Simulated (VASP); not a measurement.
Wanted: the native input for a VASP 6.6.1 run.

```
Task                   : single point
Functional             : LDA
Potentials or basis    : VASP PAW LDA potentials, release 64 (Pt)
Cutoff                 : 520 eV
k mesh                 : 18 × 18 × 10
Occupations            : gaussian, width 0.15 eV
Spin                   : no spin polarisation
Dipole correction      : no
Further INCAR settings : ALGO = Fast; EDIFF = 1e-07; NBANDS = 17
```

The structure of Pt lies in POSCAR:

```
Pt
1.0
    2.6857160603      0.0000000000      0.0000000000
   -1.3428580301      2.3258983356      0.0000000000
    0.0000000000      0.0000000000      4.6385750967
Pt
2
Direct
    0.6666666667      0.3333333333      0.7500000000
    0.3333333333      0.6666666667      0.2500000000
```

One way to write it, as run:

INCAR

```
SYSTEM = Pt
PREC     = Accurate       ! precision mode
ENCUT    = 520            ! plane-wave cutoff, eV
EDIFF    = 1E-7           ! SCF threshold, eV
ISMEAR   = 0              ! smearing method
SIGMA    = 0.15           ! smearing width, eV
LREAL    = .False.        ! projectors in reciprocal space
LASPH    = .True.         ! aspherical terms in the spheres
NELM     = 80             ! most SCF steps
ALGO     = Fast           ! electronic algorithm
ISIF     = 2              ! what is computed and relaxed
LWAVE    = .False.        ! write WAVECAR
LCHARG   = .False.        ! write CHGCAR
NBANDS   = 17             ! bands
```

KPOINTS

```
regular mesh
0
Gamma
  18 18 10
  0 0 0
```

Potentials or basis: VASP PAW LDA potentials, release 64 (Pt).

Run with:

```bash
$ cat potpaw_LDA.64/Pt/POTCAR > POTCAR
$ mpirun -np 1 vasp_std > vasp.out
```

Results of the run:

| Quantity | Value |
| --- | --- |
| Pressure | 9.0 GPa |
| Band gap on the k mesh | zero (band 10 reaches 12.49 eV, above the bottom of band 11 at 11.00 eV) |

Caveat: spin-orbit coupling is left out, which moves the levels of the heavy elements.

It took 47 s on 1 thread of Intel(R) Xeon(R) 6975P-C (Granite Rapids) (shared host), peak memory 0.2 GiB.
